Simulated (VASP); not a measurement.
# BP (I-4m2) in VASP: a series of runs, part 2 of 2

VASP 6.6.1. Earlier steps stand in the parts before.

## 3. Single point, PBE (strain -0.0375 x Voigt [1, 1, 0, 0, 0, 0])

INCAR

```
ALGO = Normal
EDIFF = 1E-6
ENCUT = 520
GGA = PE
ISIF = 2
ISMEAR = 0
LASPH = T
LCHARG = F
LREAL = F
LWAVE = F
NBANDS = 11
NELM = 100
PREC = Accurate
SIGMA = 0.05
```

KPOINTS

```
k-points
0
Gamma
  10 10 10
```

POSCAR

```
BP
1.0
    0.0000000000      2.1839125000      2.2690000000
    2.1839125000      0.0000000000      2.2690000000
    2.1839125000      2.1839125000      0.0000000000
B P
1 1
Direct
    0.0000000000      0.0000000000      0.0000000000
    0.7500000000      0.7500000000      0.7500000000
```

Potentials or basis: VASP PAW PBE potentials, release 64 (B, P).

Run with:

```sh
cat potpaw_PBE.64/B/POTCAR potpaw_PBE.64/P/POTCAR > POTCAR
mpirun -np 1 vasp_std > vasp.out
```

OUTCAR:

```text
EDIFF = 1E-6
   ENCUT = 520
   GGA = PE
   ISIF = 2
   ISMEAR = 0
   LASPH = T
   LREAL = F
   NELM = 100
   PREC = Accurate

 ion  position               nearest neighbor table
   1  0.000  0.000  0.000-   2 1.92   2 1.92   2 1.92   2 1.92
   2  0.750  0.750  0.750-   1 1.92   1 1.92   1 1.92   1 1.92

  LATTYP: Found a body centered tetragonal cell.
 ALAT       =     3.0885186765
 C/A-ratio  =     1.4693127921

  Lattice vectors:

 A1 = (  -2.1839125000,   0.0000000000,   2.2690000000)
 A2 = (   2.1839125000,   0.0000000000,   2.2690000000)
 A3 = (   0.0000000000,   2.1839125000,  -2.2690000000)

Analysis of symmetry for initial positions (statically):
=====================================================================
 Subroutine PRICEL returns:
 Original cell was already a primitive cell.

 Routine SETGRP: Setting up the symmetry group for a
 body centered tetragonal supercell.

 Subroutine GETGRP returns: Found  8 space group operations
 (whereof  8 operations were pure point group operations)
 out of a pool of 16 trial point group operations.

The static configuration has the point symmetry D_2d.

Analysis of symmetry for dynamics (positions and initial velocities):
[... 163 lines left out ...]
 fundamental gap:      0.8351943587
 Fermi energy:         8.7370611277

 k-point     1 :       0.0000    0.0000    0.0000
  band No.  band energies     occupation
      1      -7.7962      2.00000
      2       8.0929      2.00000
      3       8.4996      2.00000
      4       8.4996      2.00000
      5      11.8289      0.00000
      6      11.8289      0.00000
      7      12.0341      0.00000
      8      16.8977      0.00000
      9      20.1403      0.00000
     10      20.4330      0.00000
     11      21.2588      0.00000
[... 309 lines left out ...]
 k-point    24 :       0.4000    0.3000    0.0000
  band No.  band energies     occupation
      1      -4.7944      2.00000
      2       1.8026      2.00000
      3       4.1492      2.00000
      4       4.8741      2.00000
      5      10.4369      0.00000
      6      12.2316      0.00000
      7      18.3695      0.00000
      8      18.4015      0.00000
      9      22.9403      0.00000
     10      24.2494      0.00000
     11      26.2954      0.00000

 [... further k-points ...]
[... 5 lines left out ...]
  --------------------------------------------------------------------------------------
  -------------------------------------------------------------------------------------
  Total        2.6014278      2.6014278      1.0539548      0.0000000      0.0000000      0.0000000
  in kB      192.5694515    192.5694515     78.0185027      0.0000000      0.0000000      0.0000000
  external PRESSURE =     154.3858019 kB  Pullay stress =       0.0000000 kB

 VOLUME and BASIS-vectors are now :
 -----------------------------------------------------------------------------
  energy-cutoff  :      520.00
  volume of cell :       21.64
      direct lattice vectors                 reciprocal lattice vectors
     0.000000000  2.183912500  2.269000000    -0.228946901  0.228946901  0.220361393
     2.183912500  0.000000000  2.269000000     0.228946901 -0.228946901  0.220361393
     2.183912500  2.183912500  0.000000000     0.228946901  0.228946901 -0.220361393

 POSITION                                       TOTAL-FORCE (eV/Angst)
 -----------------------------------------------------------------------------------
      0.00000      0.00000      0.00000        -0.000000     -0.000000     -0.000000
      3.27587      3.27587      3.40350         0.000000      0.000000      0.000000
 -----------------------------------------------------------------------------------
    total drift:                                0.000000      0.000000     -0.000000

  FREE ENERGIE OF THE ION-ELECTRON SYSTEM (eV)
  ---------------------------------------------------
  free  energy   TOTEN  =       -12.8269799636 eV

  energy  without entropy=      -12.8269799636  energy(sigma->0) =      -12.82697996
```

Wall time 17 s (1 thread of Intel Xeon Platinum 8488C (Sapphire Rapids), shared host); peak memory 0.14 GiB.

What came out:

| Item | Value |
| --- | --- |
| Free energy | -12.8270 eV |
| Pressure | 15.4 GPa |
| Band gap on the k mesh | 0.84 eV, indirect (least direct gap 3.33 eV) |

Stress tensor (GPa, compression positive):
```
19.26  0.00  0.00
 0.00 19.26  0.00
 0.00  0.00  7.80
```

Levels at points of the mesh, in eV from the valence-band top:
| k point | band 1 | band 2 | band 3 | band 4 | band 5 | band 6 | band 7 | band 8 | band 9 |
| --- | --- | --- | --- | --- | --- | --- | --- | --- | --- |
| (0.00, 0.00, 0.00) | -16.30 | -0.41 | 0.00 | 0.00 | 3.33 | 3.33 | 3.53 | 8.40 | 11.64 |
| (0.50, 0.00, 0.00) | -12.67 | -9.73 | -2.25 | -1.71 | 3.77 | 4.76 | 4.84 | 10.27 | 14.75 |
| (0.50, 0.50, 0.00) | -11.30 | -9.36 | -4.24 | -4.24 | 1.33 | 1.84 | 12.74 | 12.74 | 15.72 |
| (0.50, 0.00, 0.50) | -10.89 | -9.00 | -4.71 | -4.62 | 0.90 | 1.26 | 12.17 | 13.12 | 15.86 |

Caveat: the cell differs from its parent crystal (strain -0.0375 x Voigt [1, 1, 0, 0, 0, 0]). A k mesh can miss the band edges.

## 4. Single point, PBE (strain +0.0375 x Voigt [1, 1, 0, 0, 0, 0])

INCAR

```
SYSTEM = BP
PREC = Accurate
ENCUT = 520
EDIFF = 1E-7
ISMEAR = 0
SIGMA = 0.05
LREAL = .FALSE.
LASPH = .TRUE.
NELM = 80
ALGO = Normal
ISIF = 2
LWAVE = .FALSE.
LCHARG = .TRUE.
GGA = PE
LELF = .TRUE.
LVHAR = .TRUE.
NBANDS = 11
```

KPOINTS

```
regular mesh
0
G
  10 10 10
  0 0 0
```

POSCAR

```
BP
1.0
    0.0000000000      2.3540875000      2.2690000000
    2.3540875000      0.0000000000      2.2690000000
    2.3540875000      2.3540875000      0.0000000000
B P
1 1
Direct
    0.0000000000      0.0000000000      0.0000000000
    0.7500000000      0.7500000000      0.7500000000
```

Run with:

```sh
cat potpaw_PBE.64/B/POTCAR potpaw_PBE.64/P/POTCAR > POTCAR
mpirun -np 1 vasp_std > vasp.out
```

Wall time 24 s (1 thread of Intel Xeon Platinum 8488C (Sapphire Rapids), shared host); peak memory 0.16 GiB.

It converged, with:

| Property | Result |
| --- | --- |
| Free energy | -12.8615 eV |
| Pressure | -9.7 GPa |
| Band gap on the k mesh | 0.81 eV, indirect (least direct gap 2.95 eV) |

Stress tensor (GPa, compression positive):
```
-12.63   0.00   0.00
  0.00 -12.63   0.00
  0.00   0.00  -3.83
```

Levels at points of the mesh, in eV from the valence-band top:
```csv
k point,band 1,band 2,band 3,band 4,band 5,band 6,band 7,band 8,band 9
"(0.00, 0.00, 0.00)",-15.04,-0.33,-0.33,0.00,2.95,3.16,3.16,6.04,10.82
"(0.50, 0.00, 0.00)",-11.99,-8.74,-2.10,-1.67,3.03,4.28,4.71,9.66,13.48
"(0.50, 0.50, 0.00)",-10.36,-8.22,-4.30,-4.30,0.99,1.19,11.22,11.22,14.37
"(0.50, 0.00, 0.50)",-10.67,-8.53,-3.98,-3.91,1.39,1.67,10.86,11.48,13.90
```

Caveat: the cell differs from its parent crystal (strain +0.0375 x Voigt [1, 1, 0, 0, 0, 0]).

## 5. The runs side by side

| cell | gap on the mesh (eV) | pressure (GPa) |
| --- | --- | --- |
| a = 3.091, b = 3.091, c = 2.968 Å, angles 61.3, 61.3, 57.4°, 2 atoms | 0.40 | 35.1 |
| a = 3.149, b = 3.149, c = 3.089 Å, angles 60.6, 60.6, 58.7°, 2 atoms | 0.84 | 15.4 |
| a = 3.270, b = 3.270, c = 3.329 Å, angles 59.4, 59.4, 61.2°, 2 atoms | 0.81 | -9.7 |

Alike in all rows: task single point; level PBE; potentials or basis VASP PAW PBE potentials, release 64 (B, P); no spin polarisation; k mesh 10 × 10 × 10; cutoff (eV) 520; smearing gaussian 0.05 eV.

Absolute energies hang on the potentials; compare differences alone.
